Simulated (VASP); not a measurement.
# HfN: single point with PBE

Crystal: HfN.

```xyz
2
Lattice="0.0000 2.4397 2.1686 2.4397 0.0000 2.1686 2.4397 2.4397 0.0000" Properties=species:S:1:pos:R:3 pbc="T T T"
Hf    0.0000    0.0000    0.0000
N     2.4397    2.4397    2.1686
```

This cell differs from its parent crystal: strain +0.080 along x and y, -0.040 along z.

- Program: VASP 6.6.1
- Task: single point
- Functional: PBE
- Potentials or basis: VASP PAW PBE potentials, release 64 (Hf_pv, N)
- Cutoff: 520 eV
- k mesh: 18 × 18 × 18
- Occupations: gaussian, width 0.15 eV
- Spin: no spin polarisation

| Item | Value |
| --- | --- |
| Pressure | -14.7 GPa |
| Band gap on the k mesh | zero (an odd number of electrons rules out a gap without spin polarisation) |

Stress tensor (GPa, compression positive):
```
-28.42   0.00   0.00
  0.00 -28.42   0.00
  0.00   0.00  12.67
```

Levels at points of the mesh, in eV from the Fermi level:
```tsv
k point	band 4	band 5	band 6	band 7	band 8	band 9	band 10	band 11	band 12	band 13
(0.00, 0.00, 0.00)	-16.92	-3.04	-3.04	-2.58	-0.59	-0.59	-0.44	0.50	0.92	3.97
(0.50, 0.00, 0.00)	-14.64	-8.27	-5.79	-5.78	2.48	3.38	3.71	3.73	6.37	7.58
(0.50, 0.50, 0.00)	-15.86	-4.58	-3.95	-3.95	-3.55	3.61	4.34	4.64	4.64	7.80
(0.50, 0.00, 0.50)	-15.96	-5.67	-3.60	-3.19	-3.17	2.47	4.00	5.14	5.32	6.85
```

It took 62 s on 1 thread of Intel(R) Xeon(R) Platinum 8488C (Sapphire Rapids) (shared host), peak memory 0.3 GiB.

Caveat: the cell differs from its parent crystal (strain +0.080 along x and y, -0.040 along z); the stress differs along the axes, from -28 to 13 GPa; spin-orbit coupling is left out, which moves the levels of the heavy elements; an odd number of electrons without spin polarisation forces a metal; a magnetic or distorted state may lie lower.
